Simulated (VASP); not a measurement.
**CdS: single point with PBE**

CdS:

```
CELL_PARAMETERS angstrom
0.00000 2.59090 3.10908
2.59090 0.00000 3.10908
2.59090 2.59090 0.00000
ATOMIC_POSITIONS crystal
Cd 0.00000 0.00000 0.00000
S 0.50000 0.50000 0.50000
```

This cell differs from its parent crystal: ratio of the length along z to the lengths across it x 1.2, volume and fractional coordinates fixed.

```json
{
 "Program": "VASP 6.6.1",
 "Task": "single point",
 "Functional": "PBE",
 "Potentials or basis": "VASP PAW PBE potentials, release 64 (Cd, S)",
 "Cutoff": "520 eV",
 "k mesh": "12 × 12 × 12",
 "Occupations": "gaussian, width 0.03 eV",
 "Spin": "no spin polarisation",
 "Dipole correction": "no",
 "Further INCAR settings": "ALGO = Normal; EDIFF = 1e-06; NBANDS = 16"
}
```

The pressure is 4.5 GPa and the band gap on the k mesh is zero (band 9 reaches 3.25 eV, above the bottom of band 10 at 2.88 eV).

Stress tensor (GPa, compression positive):
```
 8.52  0.00  0.00
 0.00  8.52  0.00
 0.00  0.00 -3.59
```

Levels at points of the mesh, in eV from the Fermi level:
| k point | band 7 | band 8 | band 9 | band 10 | band 11 | band 12 |
| --- | --- | --- | --- | --- | --- | --- |
| (0.00, 0.00, 0.00) | -1.58 | -1.58 | -0.97 | 0.55 | 8.24 | 8.44 |
| (0.50, 0.00, 0.00) | -5.31 | -1.00 | 0.00 | 2.75 | 5.09 | 6.25 |
| (0.50, 0.50, 0.00) | -4.58 | -2.31 | -2.31 | 0.54 | 6.25 | 7.99 |
| (0.50, 0.00, 0.50) | -4.77 | -3.61 | -2.00 | -0.38 | 5.42 | 8.39 |

Wall time 46 s on 1 thread of Intel(R) Xeon(R) 6975P-C (Granite Rapids), on a shared host, peak memory 0.24 GiB.
